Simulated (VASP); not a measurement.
# NaH in VASP: a series of runs

NaH is run at these levels: PBEsol; tasks: single point.

Everything below comes from runs of VASP 6.6.1. Logs are shortened: lines on timing, memory, paths and dates and some standing lists are left out, and cuts for length are marked.

## Step 1: The cell of the first run

Symmetry: Fm-3m, No. 225, cubic system. The conventional cell has a = 4.880 Å, b = 4.880 Å, c = 4.880 Å, α = 90.00°, β = 90.00°, γ = 90.00°. Within 3.2 Å of Na (site symmetry m-3m) lie 6 H at 2.44 Å. H (site symmetry m-3m) has 6 Na at 2.44 Å within 3.2 Å.

## Step 2: Single point, PBEsol

INCAR

```
SYSTEM = NaH
PREC = Accurate
ENCUT = 500
EDIFF = 1E-6
ISMEAR = -1
SIGMA = 0.02
LREAL = .False.
LASPH = .True.
NELM = 120
ALGO = Normal
ISIF = 2
LWAVE = .False.
LCHARG = .False.
GGA = PS
NBANDS = 11
GGA_COMPAT = .False.
```

KPOINTS

```
Automatic mesh
0
Gamma
  7 7 7
  0 0 0
```

POSCAR

```
NaH
1.0
    0.0000000000      2.4400000000      2.4400000000
    2.4400000000      0.0000000000      2.4400000000
    2.4400000000      2.4400000000      0.0000000000
Na H
1 1
Direct
    0.0000000000      0.0000000000      0.0000000000
    0.5000000000      0.5000000000      0.5000000000
```

Potentials or basis: VASP PAW PBE potentials, release 64 (Na_pv, H).

Run with:

```sh
$ cat potpaw_PBE.64/Na_pv/POTCAR potpaw_PBE.64/H/POTCAR > POTCAR
$ mpirun -np 1 vasp_std > vasp.out
```

OUTCAR:

```text
SYSTEM = NaH
   PREC = Accurate
   ENCUT = 500
   EDIFF = 1E-6
   ISMEAR = -1
   LREAL = .False.
   LASPH = .True.
   NELM = 120
   ISIF = 2
   GGA = PS

 ion  position               nearest neighbor table
   1  0.000  0.000  0.000-
   2  0.500  0.500  0.500-

  LATTYP: Found a face centered cubic cell.
 ALAT       =     4.8800000000

  Lattice vectors:

 A1 = (   0.0000000000,   2.4400000000,   2.4400000000)
 A2 = (   2.4400000000,   0.0000000000,   2.4400000000)
 A3 = (   2.4400000000,   2.4400000000,   0.0000000000)

Analysis of symmetry for initial positions (statically):
=====================================================================
 Subroutine PRICEL returns:
 Original cell was already a primitive cell.

 Routine SETGRP: Setting up the symmetry group for a
 face centered cubic supercell.

 Subroutine GETGRP returns: Found 48 space group operations
 (whereof 48 operations were pure point group operations)
 out of a pool of 48 trial point group operations.

The static configuration has the point symmetry O_h .

Analysis of symmetry for dynamics (positions and initial velocities):
=====================================================================
 Subroutine PRICEL returns:
 Original cell was already a primitive cell.

 Routine SETGRP: Setting up the symmetry group for a
 face centered cubic supercell.

 Subroutine GETGRP returns: Found 48 space group operations
 (whereof 48 operations were pure point group operations)
 out of a pool of 48 trial point group operations.

The dynamic configuration has the point symmetry O_h .

 Subroutine INISYM returns: Found 48 space group operations
 (whereof 48 operations are pure point group operations),
 and found     1 'primitive' translations

----------------------------------------------------------------------------------------

                                     Primitive cell

  volume of cell :      29.0536

  direct lattice vectors                    reciprocal lattice vectors
     0.000000000  2.440000000  2.440000000    -0.204918033  0.204918033  0.204918033
     2.440000000  0.000000000  2.440000000     0.204918033 -0.204918033  0.204918033
     2.440000000  2.440000000  0.000000000     0.204918033  0.204918033 -0.204918033

  length of vectors
     3.450681092  3.450681092  3.450681092     0.354928444  0.354928444  0.354928444

  position of ions in fractional coordinates (direct lattice)
     0.000000000  0.000000000  0.000000000
     0.500000000  0.500000000  0.500000000

  ion indices of the primitive-cell ions
   primitive index   ion index
                 1           1
                 2           2

----------------------------------------------------------------------------------------

 KPOINTS: Automatic mesh

Automatic generation of k-mesh.
 Grid dimensions read from file:
 generate k-points for:    7    7    7

 Generating k-lattice:

  Cartesian coordinates                     Fractional coordinates (reciprocal lattice)
    -0.029274005  0.029274005  0.029274005     0.142857143  0.000000000  0.000000000
     0.029274005 -0.029274005  0.029274005     0.000000000  0.142857143  0.000000000
     0.029274005  0.029274005 -0.029274005     0.000000000  0.000000000  0.142857143

  Length of vectors
     0.050704063  0.050704063  0.050704063

  Shift w.r.t. Gamma in fractional coordinates (k-lattice)
     0.000000000  0.000000000  0.000000000

 Subroutine IBZKPT returns following result:
 ===========================================

 Found     20 irreducible k-points:

 Following reciprocal coordinates:
            Coordinates               Weight
  0.000000  0.000000  0.000000      1.000000
  0.142857  0.000000  0.000000      8.000000
  0.285714  0.000000  0.000000      8.000000
  0.428571  0.000000  0.000000      8.000000
  0.142857  0.142857  0.000000      6.000000
  0.285714  0.142857  0.000000     24.000000
[... 12 lines left out ...]
 -0.428571  0.428571  0.142857     24.000000
 -0.285714  0.428571  0.142857     24.000000
   k-points           NKPTS =     20   k-points in BZ     NKDIM =     20   number of bands    NBANDS=     11
   number of dos      NEDOS =    301   number of ions     NIONS =      2
   total plane-waves  NPLWV =  21952
   dimension x,y,z NGX =    28 NGY =   28 NGZ =   28
   dimension x,y,z NGXF=    56 NGYF=   56 NGZF=   56
   ions per type =               1   1
   NGX,Y,Z   is equivalent  to a cutoff of  13.49, 13.49, 13.49 a.u.
   NGXF,Y,Z  is equivalent  to a cutoff of  26.98, 26.98, 26.98 a.u.
 SYSTEM =  NaH
   PREC   = accura    normal or accurate (medium, high low for compatibility)
   ISTART =      0    job   : 0-new  1-cont  2-samecut
   ICHARG =      2    charge: 1-file 2-atom 10-const
   ISPIN  =      1    spin polarized calculation?
   LNONCOLLINEAR =      F non collinear calculations
   LSORBIT =      F    spin-orbit coupling
   LASPH  =      T    aspherical Exc in radial PAW
   ENCUT  =  500.0 eV  36.75 Ry    6.06 a.u.   6.29  6.29  6.29*2*pi/ulx,y,z
   NELM   =    120;   NELMIN=  2; NELMDL= -5     # of ELM steps
   EDIFF  = 0.1E-05   stopping-criterion for ELM
   LREAL  =      F    real-space projection
   EDIFFG = 0.1E-04   stopping-criterion for IOM
   NSW    =      0    number of steps for IOM
   IBRION =     -1    ionic relax: 0-MD 1-quasi-New 2-CG
   NFREE  =      0    steps in history (QN), initial steepest desc. (CG)
   ISIF   =      2    stress and relaxation
   ISYM   =      2    0-nonsym 1-usesym 2-fastsym
   POTIM  = 0.5000    time-step for ionic-motion
   TEBEG  =    0.0;   TEEND  =   0.0 temperature during run
   PSTRESS=    0.0 pullay stress
   NELECT =       8.0000    total number of electrons
   NUPDOWN=      -1.0000    fix difference up-down
   EMIN   =  10.00;   EMAX   =-10.00  energy-range for DOS
   EFERMI =   0.00;   METHOD = LEGACY
   ISMEAR =    -1;   SIGMA  =   0.02  broadening in eV -4-tet -1-fermi 0-gaus
   EFERMI_NEDOS =   21; number of points for ismear=-14 and -15
   IALGO  =     38    algorithm
   IMIX   =      4    mixing-type and parameters
     AMIX     =   0.40;   BMIX     =  1.00
     AMIX_MAG =   1.60;   BMIX_MAG =  1.00
  volume/ion in A,a.u.               =      14.53        98.03
  Fermi-wavevector in a.u.,A,eV,Ry     =   1.065054  2.012660 15.433636  1.134340
  Thomas-Fermi vector in A             =   2.200593
   LORBIT       =      0    0 simple, 1 ext, 2 COOP (PROOUT), +10 PAW based schemes
   GGA     = PS    functional components
   LHFCALC =     F    Hartree Fock is set to
   AEXX    =    0.0000 exact exchange contribution
   IVDW    =     0    specifies the selected vdW correction
   LEPSILON=     F    determine dielectric tensor
   LRPA    =     F    only Hartree local field effects (RPA)
 non-spin polarized calculation
  energy-cutoff  :      500.00
  volume of cell :       29.05
 maximum number of plane-waves:       754
 NGX is ok and might be reduce to    28
   NGX = 13   NGY = 13   NGZ = 13

 number of electron       8.0000008 magnetization

 Free energy of the ion-electron system (eV)
  ---------------------------------------------------
  ext. energy  EPLUGINS =         0.00000000
  ---------------------------------------------------
  free energy    TOTEN  =        -5.08035650 eV

  energy without entropy =       -5.08035650  energy(sigma->0) =       -5.08035650

 E-fermi :  -0.7117     XC(G=0):  -7.7904

 val. band max:       -1.2734312740   @ k =  -0.2857   0.4286   0.1429
 cond. band min:       2.7209384166   @ k =  -0.4286   0.1429   0.0000
 fundamental gap:      3.9943696906
 Fermi energy:        -0.7117303020

 k-point     1 :       0.0000    0.0000    0.0000
  band No.  band energies     occupation
      1     -23.2346      2.00000
      2     -23.2346      2.00000
      3     -23.2346      2.00000
      4      -4.8249      2.00000
      5       8.9742      0.00000
      6      13.9973      0.00000
      7      13.9973      0.00000
      8      13.9973      0.00000
      9      14.8757      0.00000
     10      14.8757      0.00000
     11      14.8757      0.00000

 k-point     2 :       0.1429    0.0000    0.0000
  band No.  band energies     occupation
      1     -23.2513      2.00000
      2     -23.2366      2.00000
      3     -23.2366      2.00000
      4      -4.4799      2.00000
      5       7.8325      0.00000
      6      11.1152      0.00000
      7      13.0837      0.00000
      8      13.0837      0.00000
      9      15.9825      0.00000
     10      15.9825      0.00000
     11      16.0854      0.00000

 k-point     3 :       0.2857    0.0000    0.0000
  band No.  band energies     occupation
      1     -23.2882      2.00000
      2     -23.2411      2.00000
      3     -23.2411      2.00000
      4      -3.5169      2.00000
      5       5.0743      0.00000
      6       9.7580      0.00000
      7      12.2912      0.00000
      8      12.2912      0.00000
      9      15.5413      0.00000
     10      15.5413      0.00000
     11      17.2809      0.00000

 k-point     4 :       0.4286    0.0000    0.0000
  band No.  band energies     occupation
      1     -23.3175      2.00000
      2     -23.2447      2.00000
      3     -23.2447      2.00000
      4      -2.3231      2.00000
      5       2.7388      0.00000
      6       9.2972      0.00000
      7      11.9101      0.00000
      8      11.9101      0.00000
      9      14.7984      0.00000
     10      14.7984      0.00000
     11      17.2741      0.00000

 k-point     5 :       0.1429    0.1429    0.0000
  band No.  band energies     occupation
      1     -23.2507      2.00000
      2     -23.2402      2.00000
      3     -23.2402      2.00000
      4      -4.3681      2.00000
      5       7.7524      0.00000
      6      11.6428      0.00000
      7      11.7646      0.00000
      8      11.7646      0.00000
      9      15.2790      0.00000
     10      16.7803      0.00000
     11      18.0775      0.00000
[... 155 lines left out ...]
 k-point    17 :       0.4286    0.2857    0.1429
  band No.  band energies     occupation
      1     -23.2925      2.00000
      2     -23.2604      2.00000
      3     -23.2480      2.00000
      4      -2.7653      2.00000
      5       4.9079      0.00000
      6       7.0350      0.00000
      7      10.0467      0.00000
      8      13.6537      0.00000
      9      13.7426      0.00000
     10      16.3167      0.00000
     11      19.3770      0.00000

 k-point    18 :      -0.4286    0.2857    0.1429
  band No.  band energies     occupation
      1     -23.3034      2.00000
      2     -23.2704      2.00000
      3     -23.2533      2.00000
      4      -1.7797      2.00000
      5       3.5933      0.00000
      6       5.9916      0.00000
      7       9.0990      0.00000
      8      13.5297      0.00000
      9      14.7991      0.00000
     10      17.0594      0.00000
     11      19.4481      0.00000

 k-point    19 :      -0.4286    0.4286    0.1429
  band No.  band energies     occupation
      1     -23.3027      2.00000
      2     -23.2718      2.00000
      3     -23.2627      2.00000
      4      -1.4921      2.00000
      5       3.7891      0.00000
      6       6.1130      0.00000
      7       7.7700      0.00000
      8      12.7385      0.00000
      9      13.0268      0.00000
     10      18.4833      0.00000
     11      21.2820      0.00000

 k-point    20 :      -0.2857    0.4286    0.1429
  band No.  band energies     occupation
      1     -23.2918      2.00000
      2     -23.2875      2.00000
      3     -23.2613      2.00000
      4      -1.2734      2.00000
      5       4.2927      0.00000
      6       4.5753      0.00000
      7       7.7179      0.00000
      8      13.3298      0.00000
      9      15.8924      0.00000
     10      17.5378      0.00000
     11      18.4009      0.00000

------------------------ aborting loop because EDIFF is reached ----------------------------------------

  FORCE on cell =-STRESS in cart. coord.  units (eV):
  Direction    XX          YY          ZZ          XY          YZ          ZX
  --------------------------------------------------------------------------------------
  -------------------------------------------------------------------------------------
  Total       -0.2267942     -0.2267942     -0.2267942      0.0000000      0.0000000      0.0000000
  in kB      -12.5067098    -12.5067098    -12.5067098      0.0000000      0.0000000      0.0000000
  external PRESSURE =     -12.5067098 kB  Pullay stress =       0.0000000 kB

 VOLUME and BASIS-vectors are now :
 -----------------------------------------------------------------------------
  energy-cutoff  :      500.00
  volume of cell :       29.05
      direct lattice vectors                 reciprocal lattice vectors
     0.000000000  2.440000000  2.440000000    -0.204918033  0.204918033  0.204918033
     2.440000000  0.000000000  2.440000000     0.204918033 -0.204918033  0.204918033
     2.440000000  2.440000000  0.000000000     0.204918033  0.204918033 -0.204918033

 POSITION                                       TOTAL-FORCE (eV/Angst)
 -----------------------------------------------------------------------------------
      0.00000      0.00000      0.00000         0.000000     -0.000000      0.000000
      2.44000      2.44000      2.44000         0.000000      0.000000     -0.000000
 -----------------------------------------------------------------------------------
    total drift:                               -0.000000     -0.000000     -0.000000

  FREE ENERGIE OF THE ION-ELECTRON SYSTEM (eV)
  ---------------------------------------------------
  free  energy   TOTEN  =        -5.0803564987 eV

  energy  without entropy=       -5.0803564987  energy(sigma->0) =       -5.08035650
```

It took 11 s on 1 thread of Intel Xeon Platinum 8259CL at 2.50GHz (Skylake/Cascade Lake), shared host; peak memory 0.14 GiB.

Results:

```yaml
Free_energy: -5.0804 eV
Pressure: -1.3 GPa
Band_gap_on_the_k_mesh: 3.99 eV (least direct gap 4.64 eV)
```

Levels at points of the mesh, in eV from the valence-band top:
```tsv
k point	band 2	band 3	band 4	band 5	band 6	band 7
(0.00, 0.00, 0.00)	-21.96	-21.96	-3.55	10.25	15.27	15.27
```

Caveat: the PAW data sets were made with another functional, which shifts forces and pressure a little; an odd mesh through Γ misses points on the zone boundary, where band edges can lie.

## Step 3: Single point, PBEsol

INCAR

```
SYSTEM = NaH
PREC     = Accurate       ! precision mode
ENCUT    = 500            ! plane-wave cutoff, eV
EDIFF    = 1E-6           ! SCF threshold, eV
ISMEAR   = -1             ! smearing method
SIGMA    = 0.02           ! smearing width, eV
LREAL    = .FALSE.        ! projectors in reciprocal space
LASPH    = .TRUE.         ! aspherical terms in the spheres
NELM     = 120            ! most SCF steps
ALGO     = Normal         ! electronic algorithm
ISIF     = 2              ! what is computed and relaxed
LWAVE    = .FALSE.        ! write WAVECAR
LCHARG   = .FALSE.        ! write CHGCAR
GGA      = PS             ! functional
NBANDS   = 11             ! bands
GGA_COMPAT= .FALSE.
```

KPOINTS

```
regular mesh
0
G
  7 7 7
  0 0 0
```

POSCAR

```
NaH
1.0
   -0.0244000000      2.4278000000      2.4278000000
    2.4278000000     -0.0244000000      2.4278000000
    2.4278000000      2.4278000000     -0.0244000000
Na H
1 1
Direct
    0.0000000000      0.0000000000      0.0000000000
    0.5000000000      0.5000000000      0.5000000000
```

Potentials or basis: VASP PAW PBE potentials, release 64 (Na_pv, H).

Run with:

```sh
$ cat potpaw_PBE.64/Na_pv/POTCAR potpaw_PBE.64/H/POTCAR > POTCAR
$ mpirun -np 1 vasp_std > vasp.out
```

It took 18 s on 1 thread of Intel Xeon Platinum 8259CL at 2.50GHz (Skylake/Cascade Lake), shared host; peak memory 0.15 GiB.

The run converged. Its results:

* Free energy: -5.0798 eV
* Pressure: -1.3 GPa
* Band gap on the k mesh: 3.95 eV (least direct gap 4.62 eV)

Stress tensor (GPa, compression positive):
```
-1.25  0.21  0.21
 0.21 -1.25  0.21
 0.21  0.21 -1.25
```

Levels at points of the mesh, in eV from the valence-band top:
```csv
k point,band 2,band 3,band 4,band 5,band 6,band 7
"(0.00, 0.00, 0.00)",-21.97,-21.97,-3.56,10.23,15.14,15.14
```

Caveat: the PAW data sets were made with another functional, which shifts forces and pressure a little; an odd mesh through Γ misses points on the zone boundary, where band edges can lie. As with any semilocal functional, this PBEsol gap is likely too small.
